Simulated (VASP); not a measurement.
# AlP (F-43m) in VASP: notebook

Runs on AlP. Level: LDA. Tasks: single point, relaxation of cell and atoms.

Program: VASP 6.6.1. These are calculated values, not measurements. Logs are shortened: lines on timing, memory, paths and dates and some standing lists are left out, and cuts for length are marked.

**1. The cell of the first run**

The structure is cubic, space group F-43m (No. 216). The conventional cell has a = 5.395 Å, b = 5.395 Å, c = 5.395 Å, α = 90.00°, β = 90.00°, γ = 90.00°. Within 3.1 Å of Al (site symmetry -43m) lie 4 P at 2.34 Å. P (site symmetry -43m) has 4 Al at 2.34 Å within 3.1 Å.

**2. Single point, LDA**

File INCAR:

```
PREC     = Accurate       # precision mode
ENCUT    = 500            # plane-wave cutoff, eV
EDIFF    = 1E-6           # SCF threshold, eV
ISMEAR   = 0              # smearing method
SIGMA    = 0.01           # smearing width, eV
LREAL    = F              # projectors in reciprocal space
LASPH    = T              # aspherical terms in the spheres
NELM     = 120            # most SCF steps
ALGO     = Normal         # electronic algorithm
ISIF     = 2              # what is computed and relaxed
LWAVE    = F              # write WAVECAR
LCHARG   = F              # write CHGCAR
NBANDS   = 11             # bands
GGA_COMPAT= F
```

File KPOINTS:

```
regular mesh
0
Gamma
  8 8 8
```

File POSCAR:

```
AlP
1.0
    0.0000000000      2.6977281623      2.6977281623
    2.6977281623      0.0000000000      2.6977281623
    2.6977281623      2.6977281623      0.0000000000
Al P
1 1
Direct
    0.0000000000      0.0000000000      0.0000000000
    0.7500000000      0.7500000000      0.7500000000
```

Potentials or basis: VASP PAW LDA potentials, release 64 (Al, P).

Started as:

```
cat potpaw_LDA.64/Al/POTCAR potpaw_LDA.64/P/POTCAR > POTCAR
mpirun -np 1 vasp_std > vasp.out
```

OUTCAR:

```text
PREC = Accurate
   ENCUT = 500
   EDIFF = 1E-6
   ISMEAR = 0
   LREAL = F
   LASPH = T
   NELM = 120
   ISIF = 2

 ion  position               nearest neighbor table
   1  0.000  0.000  0.000-   2 2.34   2 2.34   2 2.34   2 2.34
   2  0.750  0.750  0.750-   1 2.34   1 2.34   1 2.34   1 2.34

  LATTYP: Found a face centered cubic cell.
 ALAT       =     5.3954563246

  Lattice vectors:

 A1 = (   0.0000000000,   2.6977281623,   2.6977281623)
 A2 = (   2.6977281623,   0.0000000000,   2.6977281623)
 A3 = (   2.6977281623,   2.6977281623,   0.0000000000)

Analysis of symmetry for initial positions (statically):
=====================================================================
 Subroutine PRICEL returns:
 Original cell was already a primitive cell.

 Routine SETGRP: Setting up the symmetry group for a
 face centered cubic supercell.

 Subroutine GETGRP returns: Found 24 space group operations
 (whereof 24 operations were pure point group operations)
 out of a pool of 48 trial point group operations.

The static configuration has the point symmetry T_d .

Analysis of symmetry for dynamics (positions and initial velocities):
=====================================================================
 Subroutine PRICEL returns:
 Original cell was already a primitive cell.

 Routine SETGRP: Setting up the symmetry group for a
 face centered cubic supercell.

 Subroutine GETGRP returns: Found 24 space group operations
 (whereof 24 operations were pure point group operations)
 out of a pool of 48 trial point group operations.

The dynamic configuration has the point symmetry T_d .

 Subroutine INISYM returns: Found 24 space group operations
 (whereof 24 operations are pure point group operations),
 and found     1 'primitive' translations

----------------------------------------------------------------------------------------

                                     Primitive cell

  volume of cell :      39.2667

  direct lattice vectors                    reciprocal lattice vectors
     0.000000000  2.697728162  2.697728162    -0.185341135  0.185341135  0.185341135
     2.697728162  0.000000000  2.697728162     0.185341135 -0.185341135  0.185341135
     2.697728162  2.697728162  0.000000000     0.185341135  0.185341135 -0.185341135

  length of vectors
     3.815163755  3.815163755  3.815163755     0.321020263  0.321020263  0.321020263

  position of ions in fractional coordinates (direct lattice)
     0.000000000  0.000000000  0.000000000
     0.750000000  0.750000000  0.750000000

  ion indices of the primitive-cell ions
   primitive index   ion index
                 1           1
                 2           2

----------------------------------------------------------------------------------------

 KPOINTS: regular mesh

Automatic generation of k-mesh.
 Grid dimensions read from file:
 generate k-points for:    8    8    8

 Generating k-lattice:

  Cartesian coordinates                     Fractional coordinates (reciprocal lattice)
    -0.023167642  0.023167642  0.023167642     0.125000000  0.000000000  0.000000000
     0.023167642 -0.023167642  0.023167642     0.000000000  0.125000000  0.000000000
     0.023167642  0.023167642 -0.023167642     0.000000000  0.000000000  0.125000000

  Length of vectors
     0.040127533  0.040127533  0.040127533

  Shift w.r.t. Gamma in fractional coordinates (k-lattice)
     0.000000000  0.000000000  0.000000000

 Subroutine IBZKPT returns following result:
 ===========================================

 Found     29 irreducible k-points:

 Following reciprocal coordinates:
            Coordinates               Weight
  0.000000  0.000000  0.000000      1.000000
  0.125000  0.000000  0.000000      8.000000
  0.250000  0.000000  0.000000      8.000000
  0.375000  0.000000  0.000000      8.000000
  0.500000  0.000000  0.000000      4.000000
  0.125000  0.125000  0.000000      6.000000
[... 16 lines left out ...]
  0.500000  0.250000  0.125000     48.000000
 -0.375000  0.250000  0.125000     24.000000
 [... further k-points ...]
   k-points           NKPTS =     29   k-points in BZ     NKDIM =     29   number of bands    NBANDS=     11
   number of dos      NEDOS =    301   number of ions     NIONS =      2
   total plane-waves  NPLWV =  21952
   dimension x,y,z NGX =    28 NGY =   28 NGZ =   28
   dimension x,y,z NGXF=    56 NGYF=   56 NGZF=   56
   ions per type =               1   1
   NGX,Y,Z   is equivalent  to a cutoff of  12.20, 12.20, 12.20 a.u.
   NGXF,Y,Z  is equivalent  to a cutoff of  24.40, 24.40, 24.40 a.u.
 SYSTEM =  unknown system
   PREC   = accura    normal or accurate (medium, high low for compatibility)
   ISTART =      0    job   : 0-new  1-cont  2-samecut
   ICHARG =      2    charge: 1-file 2-atom 10-const
   ISPIN  =      1    spin polarized calculation?
   LNONCOLLINEAR =      F non collinear calculations
   LSORBIT =      F    spin-orbit coupling
   LASPH  =      T    aspherical Exc in radial PAW
   ENCUT  =  500.0 eV  36.75 Ry    6.06 a.u.   6.96  6.96  6.96*2*pi/ulx,y,z
   NELM   =    120;   NELMIN=  2; NELMDL= -5     # of ELM steps
   EDIFF  = 0.1E-05   stopping-criterion for ELM
   LREAL  =      F    real-space projection
   EDIFFG = 0.1E-04   stopping-criterion for IOM
   NSW    =      0    number of steps for IOM
   IBRION =     -1    ionic relax: 0-MD 1-quasi-New 2-CG
   NFREE  =      0    steps in history (QN), initial steepest desc. (CG)
   ISIF   =      2    stress and relaxation
   ISYM   =      2    0-nonsym 1-usesym 2-fastsym
   POTIM  = 0.5000    time-step for ionic-motion
   TEBEG  =    0.0;   TEEND  =   0.0 temperature during run
   PSTRESS=    0.0 pullay stress
   NELECT =       8.0000    total number of electrons
   NUPDOWN=      -1.0000    fix difference up-down
   EMIN   =  10.00;   EMAX   =-10.00  energy-range for DOS
   EFERMI =   0.00;   METHOD = LEGACY
   ISMEAR =     0;   SIGMA  =   0.01  broadening in eV -4-tet -1-fermi 0-gaus
   EFERMI_NEDOS =   21; number of points for ismear=-14 and -15
   IALGO  =     38    algorithm
   IMIX   =      4    mixing-type and parameters
     AMIX     =   0.40;   BMIX     =  1.00
     AMIX_MAG =   1.60;   BMIX_MAG =  1.00
  volume/ion in A,a.u.               =      19.63       132.49
  Fermi-wavevector in a.u.,A,eV,Ry     =   0.963304  1.820380 12.625586  0.927954
  Thomas-Fermi vector in A             =   2.092838
   LORBIT       =      0    0 simple, 1 ext, 2 COOP (PROOUT), +10 PAW based schemes
   GGA     = CA    functional components
   LHFCALC =     F    Hartree Fock is set to
   AEXX    =    0.0000 exact exchange contribution
   IVDW    =     0    specifies the selected vdW correction
   LEPSILON=     F    determine dielectric tensor
   LRPA    =     F    only Hartree local field effects (RPA)
 non-spin polarized calculation
 Gauss-broadening in eV      SIGMA  =   0.01
  energy-cutoff  :      500.00
  volume of cell :       39.27
 maximum number of plane-waves:      1012
   NGX = 13   NGY = 13   NGZ = 13

 number of electron       7.9999999 magnetization

 Free energy of the ion-electron system (eV)
  ---------------------------------------------------
  ext. energy  EPLUGINS =         0.00000000
  ---------------------------------------------------
  free energy    TOTEN  =       -11.40664806 eV

  energy without entropy =      -11.40664806  energy(sigma->0) =      -11.40664806

 E-fermi :   4.9105     XC(G=0):  -9.5845

 val. band max:        4.7839753843   @ k =   0.0000   0.0000   0.0000
 cond. band min:       6.1555152238   @ k =   0.5000   0.5000   0.0000
 fundamental gap:      1.3715398395
 Fermi energy:         4.9104616000

 k-point     1 :       0.0000    0.0000    0.0000
  band No.  band energies     occupation
      1      -6.9294      2.00000
      2       4.7840      2.00000
      3       4.7840      2.00000
      4       4.7840      2.00000
      5       8.2090      0.00000
      6       9.3054      0.00000
      7       9.3054      0.00000
      8       9.3054      0.00000
      9      13.6365      0.00000
     10      13.6365      0.00000
     11      15.0245      0.00000

 k-point     2 :       0.1250    0.0000    0.0000
  band No.  band energies     occupation
      1      -6.7489      2.00000
      2       3.5255      2.00000
      3       4.6289      2.00000
      4       4.6289      2.00000
      5       8.5501      0.00000
      6       9.5993      0.00000
      7       9.5993      0.00000
      8       9.9127      0.00000
      9      13.1120      0.00000
     10      13.1120      0.00000
     11      15.6506      0.00000

 k-point     3 :       0.2500    0.0000    0.0000
  band No.  band energies     occupation
      1      -6.2387      2.00000
      2       1.5090      2.00000
      3       4.3238      2.00000
      4       4.3238      2.00000
      5       8.1116      0.00000
      6       9.8989      0.00000
      7       9.8989      0.00000
      8      11.7980      0.00000
      9      13.0886      0.00000
     10      13.0886      0.00000
     11      15.0727      0.00000

 k-point     4 :       0.3750    0.0000    0.0000
  band No.  band energies     occupation
      1      -5.5443      2.00000
      2      -0.2039      2.00000
      3       4.0821      2.00000
      4       4.0821      2.00000
      5       7.7237      0.00000
      6       9.6787      0.00000
      7       9.6787      0.00000
      8      12.9101      0.00000
      9      14.5334      0.00000
     10      14.5334      0.00000
     11      15.4570      0.00000
[... 239 lines left out ...]
 k-point    22 :       0.3750    0.2500    0.1250
  band No.  band energies     occupation
      1      -5.8053      2.00000
      2       1.2007      2.00000
      3       2.7882      2.00000
      4       3.8294      2.00000
      5       8.5620      0.00000
      6       9.6173      0.00000
      7      10.1761      0.00000
      8      11.6221      0.00000
      9      13.1807      0.00000
     10      15.6676      0.00000
     11      17.8070      0.00000

 k-point    23 :       0.5000    0.2500    0.1250
  band No.  band energies     occupation
      1      -5.1661      2.00000
      2       0.0311      2.00000
      3       2.2053      2.00000
      4       3.4229      2.00000
      5       8.6631      0.00000
      6       9.5362      0.00000
      7      10.8158      0.00000
      8      11.9094      0.00000
      9      14.3312      0.00000
     10      16.1863      0.00000
     11      17.6927      0.00000

 k-point    24 :      -0.3750    0.2500    0.1250
  band No.  band energies     occupation
      1      -4.8089      2.00000
      2      -0.5694      2.00000
      3       2.0717      2.00000
      4       3.2244      2.00000
      5       8.6612      0.00000
      6       9.2558      0.00000
      7      11.7001      0.00000
      8      12.5113      0.00000
      9      13.8236      0.00000
     10      16.2751      0.00000
     11      17.6719      0.00000

 [... further k-points ...]

------------------------ aborting loop because EDIFF is reached ----------------------------------------

  FORCE on cell =-STRESS in cart. coord.  units (eV):
  Direction    XX          YY          ZZ          XY          YZ          ZX
  --------------------------------------------------------------------------------------
  -------------------------------------------------------------------------------------
  Total        0.5063255      0.5063255      0.5063255      0.0000000      0.0000000      0.0000000
  in kB       20.6593119     20.6593119     20.6593119      0.0000000      0.0000000      0.0000000
  external PRESSURE =      20.6593119 kB  Pullay stress =       0.0000000 kB

 VOLUME and BASIS-vectors are now :
 -----------------------------------------------------------------------------
  energy-cutoff  :      500.00
  volume of cell :       39.27
      direct lattice vectors                 reciprocal lattice vectors
     0.000000000  2.697728162  2.697728162    -0.185341135  0.185341135  0.185341135
     2.697728162  0.000000000  2.697728162     0.185341135 -0.185341135  0.185341135
     2.697728162  2.697728162  0.000000000     0.185341135  0.185341135 -0.185341135

 POSITION                                       TOTAL-FORCE (eV/Angst)
 -----------------------------------------------------------------------------------
      0.00000      0.00000      0.00000         0.000000      0.000000      0.000000
      4.04659      4.04659      4.04659        -0.000000     -0.000000     -0.000000
 -----------------------------------------------------------------------------------
    total drift:                               -0.000000     -0.000000      0.000000

  FREE ENERGIE OF THE ION-ELECTRON SYSTEM (eV)
  ---------------------------------------------------
  free  energy   TOTEN  =       -11.4066480621 eV

  energy  without entropy=      -11.4066480621  energy(sigma->0) =      -11.40664806
```

Wall time 19 s (1 thread of Intel Xeon 8259CL, shared host); peak memory 0.14 GiB.

Results:

* Free energy: -11.4066 eV
* Pressure: 2.1 GPa
* Band gap on the k mesh: 1.37 eV (least direct gap 3.42 eV)

**3. Relaxation of cell and atoms, LDA, target pressure 2 GPa, at which the enthalpy is minimised**

This run uses another cell than the first one, of 20.06 Å³/atom.

File INCAR:

```
SYSTEM = AlP
PREC = Accurate
ENCUT = 500
EDIFF = 1E-7
ISMEAR = 0
SIGMA = 0.01
LREAL = .False.
LASPH = .True.
NELM = 120
ALGO = Normal
ISIF = 3
LWAVE = .False.
LCHARG = .False.
IBRION = 2
NSW = 80
EDIFFG = -0.001
PSTRESS = 20.0
GGA_COMPAT = .False.
NELMIN = 4
```

File KPOINTS:

```
regular mesh
0
Gamma
  8 8 8
  0 0 0
```

File POSCAR:

```
AlP
1.0
    0.0000000000      2.7169780670      2.7169780670
    2.7169780670      0.0000000000      2.7169780670
    2.7169780670      2.7169780670      0.0000000000
Al P
1 1
Direct
    0.0000000000      0.0000000000      0.0000000000
    0.7500000000      0.7500000000      0.7500000000
```

Potentials or basis: VASP PAW LDA potentials, release 64 (Al, P).

Started as:

```
cat potpaw_LDA.64/Al/POTCAR potpaw_LDA.64/P/POTCAR > POTCAR
mpirun -np 1 vasp_std > vasp.out
```

Wall time 29 s (1 thread of Intel Xeon 8259CL, shared host); peak memory 0.14 GiB.

Results (log left out):

- Free energy: -11.4071 eV
- Relaxed volume: 19.65 Å³/atom
- Relaxed cell: a = 3.816 Å, b = 3.816 Å, c = 3.816 Å, α = 60.00°, β = 60.00°, γ = 60.00°
- Space group after relaxing (to 0.1 Å): F-43m (No. 216)
- Energy change on relaxing (the run minimises the enthalpy): +2.6 meV/atom
- Ionic steps: 3
- Pressure after relaxing: 2.0 GPa
- Band gap on the k mesh: 1.37 eV (least direct gap 3.42 eV)

The path:
| step | energy change (eV) | largest force (eV/Å) | pressure (GPa) | volume (Å³) |
| --- | --- | --- | --- | --- |
| 1 | 0.0000 | 0.0000 | 0.05 | 40.11 |
| 2 | 0.0151 | 0.0000 | 3.51 | 38.71 |
| 3 | 0.0051 | 0.0000 | 2.00 | 39.29 |

Final structure:
```
Al P
1.0
     0.00000    2.69836    2.69836
     2.69836    0.00000    2.69836
     2.69836    2.69836    0.00000
Al P
1 1
Direct
  0.00000 0.00000 0.00000
  0.75000 0.75000 0.75000
```

Levels at points of the mesh, in eV from the valence-band top:
```tsv
k point	band 1	band 2	band 3	band 4	band 5	band 6	band 7	band 8
(0.00, 0.00, 0.00)	-11.71	0.00	0.00	0.00	3.42	4.52	4.52	4.52
(0.50, 0.00, 0.00)	-9.92	-5.74	-0.79	-0.79	2.80	4.74	4.74	8.16
(0.50, 0.50, 0.00)	-9.22	-5.47	-2.19	-2.19	1.37	2.32	11.19	11.19
```

Caveat: the cell is relaxed towards a set pressure, so the run minimises the enthalpy, not the energy. LDA usually gives volumes a few per cent too small.

**4. Single point, LDA**

This run uses another cell than the first one, of 16.16 Å³/atom.

File INCAR:

```
PREC = Accurate
ENCUT = 500
EDIFF = 1E-6
ISMEAR = 0
SIGMA = 0.01
LREAL = F
LASPH = T
NELM = 120
ALGO = Normal
ISIF = 2
LWAVE = F
LCHARG = T
LELF = T
LVHAR = T
NBANDS = 11
GGA_COMPAT = F
```

File KPOINTS:

```
Automatic mesh
0
Gamma
  8 8 8
```

File POSCAR:

```
AlP
1.0
    0.0000000000      2.5284137397      2.5284137397
    2.5284137397      0.0000000000      2.5284137397
    2.5284137397      2.5284137397      0.0000000000
Al P
1 1
Direct
    0.0000000000      0.0000000000      0.0000000000
    0.7500000000      0.7500000000      0.7500000000
```

Started as:

```
cat potpaw_LDA.64/Al/POTCAR potpaw_LDA.64/P/POTCAR > POTCAR
mpirun -np 1 vasp_std > vasp.out
```

Run time: 11 s. Hardware: 1 thread of Intel Xeon 8259CL, shared host; peak memory 0.14 GiB.

Results (log left out):

| Quantity | Value |
| --- | --- |
| Free energy | -10.7969 eV |
| Pressure | 30.2 GPa |
| Band gap on the k mesh | 0.90 eV (least direct gap 3.53 eV) |

Levels at points of the mesh, in eV from the valence-band top:
```csv
k point,band 1,band 2,band 3,band 4,band 5,band 6,band 7,band 8
"(0.00, 0.00, 0.00)",-12.98,0.00,0.00,0.00,4.77,4.77,4.77,5.17
"(0.50, 0.00, 0.00)",-10.65,-6.73,-0.90,-0.90,3.54,4.72,4.72,8.64
"(0.50, 0.50, 0.00)",-9.72,-6.23,-2.62,-2.62,0.90,2.17,12.67,12.67
```

Caveat: the cell stands under pressure. A k mesh can miss the band edges.

[end of part 1 of 2]
